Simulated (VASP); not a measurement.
# K (Im-3m) in VASP: a series of runs, part 2 of 2

VASP 6.6.1. Earlier steps stand in the parts before.

## (3) Single point, PBEsol

This run uses another cell than the first one, of 72.75 Å³/atom, 1.041 times its volume.

INCAR

```
  PREC = Accurate
  ENCUT = 500
  EDIFF = 1E-6
  ISMEAR = -1
  SIGMA = 0.05
  LREAL = False
  LASPH = True
  NELM = 120
  ALGO = Normal
  ISIF = 2
  LWAVE = False
  LCHARG = False
  GGA = PS
  NBANDS = 10
  GGA_COMPAT = False
```

KPOINTS

```
regular mesh
0
Gamma
  6 6 6
```

POSCAR

```
K
1.0
   -2.6298018287      2.6298018287      2.6298018287
    2.6298018287     -2.6298018287      2.6298018287
    2.6298018287      2.6298018287     -2.6298018287
K
1
Direct
    0.0000000000      0.0000000000      0.0000000000
```

Potentials or basis: VASP PAW PBE potentials, release 64 (K_sv).

Command:

```sh
$ cat potpaw_PBE.64/K_sv/POTCAR > POTCAR
$ mpirun -np 1 vasp_std > vasp.out
```

OUTCAR:

```text
PREC = Accurate
   ENCUT = 500
   EDIFF = 1E-6
   ISMEAR = -1
   LREAL = False
   LASPH = True
   NELM = 120
   ISIF = 2
   GGA = PS

 ion  position               nearest neighbor table
   1  0.000  0.000  0.000-

  LATTYP: Found a body centered cubic cell.
 ALAT       =     5.2596036574

  Lattice vectors:

 A1 = (  -2.6298018287,   2.6298018287,   2.6298018287)
 A2 = (   2.6298018287,  -2.6298018287,   2.6298018287)
 A3 = (   2.6298018287,   2.6298018287,  -2.6298018287)

Analysis of symmetry for initial positions (statically):
=====================================================================
 Subroutine PRICEL returns:
 Original cell was already a primitive cell.

 Routine SETGRP: Setting up the symmetry group for a
 body centered cubic supercell.

 Subroutine GETGRP returns: Found 48 space group operations
[... 9 lines left out ...]

 Routine SETGRP: Setting up the symmetry group for a
 body centered cubic supercell.

 Subroutine GETGRP returns: Found 48 space group operations
[... 11 lines left out ...]
                                     Primitive cell

  volume of cell :      72.7493

  direct lattice vectors                    reciprocal lattice vectors
    -2.629801829  2.629801829  2.629801829     0.000000000  0.190128395  0.190128395
     2.629801829 -2.629801829  2.629801829     0.190128395  0.000000000  0.190128395
     2.629801829  2.629801829 -2.629801829     0.190128395  0.190128395  0.000000000

  length of vectors
     4.554950381  4.554950381  4.554950381     0.268882154  0.268882154  0.268882154

  position of ions in fractional coordinates (direct lattice)
     0.000000000  0.000000000  0.000000000

  ion indices of the primitive-cell ions
   primitive index   ion index
                 1           1

----------------------------------------------------------------------------------------

[... 79 lines left out ...]
     AMIX     =   0.40;   BMIX     =  1.00
     AMIX_MAG =   1.60;   BMIX_MAG =  1.00
  volume/ion in A,a.u.               =      72.75       490.94
  Fermi-wavevector in a.u.,A,eV,Ry     =   0.815729  1.541505  9.053508  0.665414
  Thomas-Fermi vector in A             =   1.925870
   LORBIT       =      0    0 simple, 1 ext, 2 COOP (PROOUT), +10 PAW based schemes
   GGA     = PS    functional components
   LHFCALC =     F    Hartree Fock is set to
   AEXX    =    0.0000 exact exchange contribution
   IVDW    =     0    specifies the selected vdW correction
   LEPSILON=     F    determine dielectric tensor
   LRPA    =     F    only Hartree local field effects (RPA)
 non-spin polarized calculation
  energy-cutoff  :      500.00
  volume of cell :       72.75
 maximum number of plane-waves:      1878
 NGX is ok and might be reduce to    36
   NGX = 17   NGY = 17   NGZ = 17

 number of electron       9.0000001 magnetization

 Free energy of the ion-electron system (eV)
  ---------------------------------------------------
  ext. energy  EPLUGINS =         0.00000000
  ---------------------------------------------------
  free energy    TOTEN  =        -1.12120771 eV

  energy without entropy =       -1.10577804  energy(sigma->0) =       -1.11349287

 E-fermi :  -0.1247     XC(G=0):  -5.7235

 val. band max:       -0.3908059077   @ k =   0.1667   0.1667   0.1667
 cond. band min:      -0.1122268889   @ k =   0.3333   0.1667   0.0000
 fundamental gap:      0.2785790188
 Fermi energy:        -0.1247407974

 k-point     1 :       0.0000    0.0000    0.0000
  band No.  band energies     occupation
      1     -32.1288      2.00000
      2     -15.6378      2.00000
      3     -15.6378      2.00000
      4     -15.6378      2.00000
      5      -2.3175      2.00000
      6       4.1631      0.00000
      7       4.1631      0.00000
      8       4.1631      0.00000
      9       5.0910      0.00000
     10       5.0910      0.00000
[... 183 lines left out ...]
 k-point    16 :       0.5000    0.5000    0.5000
  band No.  band energies     occupation
      1     -32.1209      2.00000
      2     -15.6893      2.00000
      3     -15.6893      2.00000
      4     -15.6893      2.00000
      5       1.5272      0.00000
      6       1.5272      0.00000
      7       3.3528      0.00000
      8       3.3528      0.00000
      9       3.3528      0.00000
     10       5.4552      0.00000

------------------------ aborting loop because EDIFF is reached ----------------------------------------

  FORCE on cell =-STRESS in cart. coord.  units (eV):
  Direction    XX          YY          ZZ          XY          YZ          ZX
  --------------------------------------------------------------------------------------
  -------------------------------------------------------------------------------------
  Total       -0.0331770     -0.0331770     -0.0331770      0.0000000     -0.0000000     -0.0000000
  in kB       -0.7306659     -0.7306659     -0.7306659      0.0000000     -0.0000000     -0.0000000
  external PRESSURE =      -0.7306659 kB  Pullay stress =       0.0000000 kB

 VOLUME and BASIS-vectors are now :
 -----------------------------------------------------------------------------
  energy-cutoff  :      500.00
  volume of cell :       72.75
      direct lattice vectors                 reciprocal lattice vectors
    -2.629801829  2.629801829  2.629801829     0.000000000  0.190128395  0.190128395
     2.629801829 -2.629801829  2.629801829     0.190128395  0.000000000  0.190128395
     2.629801829  2.629801829 -2.629801829     0.190128395  0.190128395  0.000000000

 POSITION                                       TOTAL-FORCE (eV/Angst)
 -----------------------------------------------------------------------------------
      0.00000      0.00000      0.00000        -0.000000      0.000000     -0.000000
 -----------------------------------------------------------------------------------
    total drift:                               -0.000000      0.000000      0.000000

  FREE ENERGIE OF THE ION-ELECTRON SYSTEM (eV)
  ---------------------------------------------------
  free  energy   TOTEN  =        -1.1212077051 eV

  energy  without entropy=       -1.1057780354  energy(sigma->0) =       -1.11349287
```

OSZICAR:

```text
N       E                     dE             d eps       ncg     rms          rms(c)
DAV:   1     0.424922674411E+02    0.42492E+02   -0.34803E+03   320   0.670E+02
DAV:   2     0.434201923009E+00   -0.42058E+02   -0.41641E+02   348   0.182E+02
DAV:   3    -0.110111034871E+01   -0.15353E+01   -0.15333E+01   526   0.271E+01
DAV:   4    -0.112264744464E+01   -0.21537E-01   -0.21533E-01   398   0.333E+00
DAV:   5    -0.112336768436E+01   -0.72024E-03   -0.72019E-03   510   0.375E-01    0.200E+00
DAV:   6    -0.112158613409E+01    0.17816E-02   -0.33448E-03   472   0.392E-01    0.129E+00
DAV:   7    -0.112117463140E+01    0.41150E-03   -0.57979E-03   446   0.483E-01    0.858E-02
DAV:   8    -0.112119313831E+01   -0.18507E-04   -0.44052E-04   432   0.217E-01    0.330E-02
DAV:   9    -0.112120992229E+01   -0.16784E-04   -0.22358E-05   430   0.418E-02    0.237E-02
DAV:  10    -0.112120799468E+01    0.19276E-05   -0.10781E-05   466   0.244E-02    0.419E-03
DAV:  11    -0.112120770511E+01    0.28956E-06   -0.14601E-07   240   0.354E-03
   1 F= -.11212077E+01 E0= -.11134929E+01  d E =-.154297E-01
```

Run time: 20 s. Hardware: 1 thread of Intel Xeon 8259CL, shared host; peak memory 0.19 GiB.

What came out:

| Quantity | Value |
| --- | --- |
| Free energy | -1.1212 eV |
| Pressure | -0.1 GPa |

Caveat: the PAW data sets were made with another functional, which shifts forces and pressure a little.
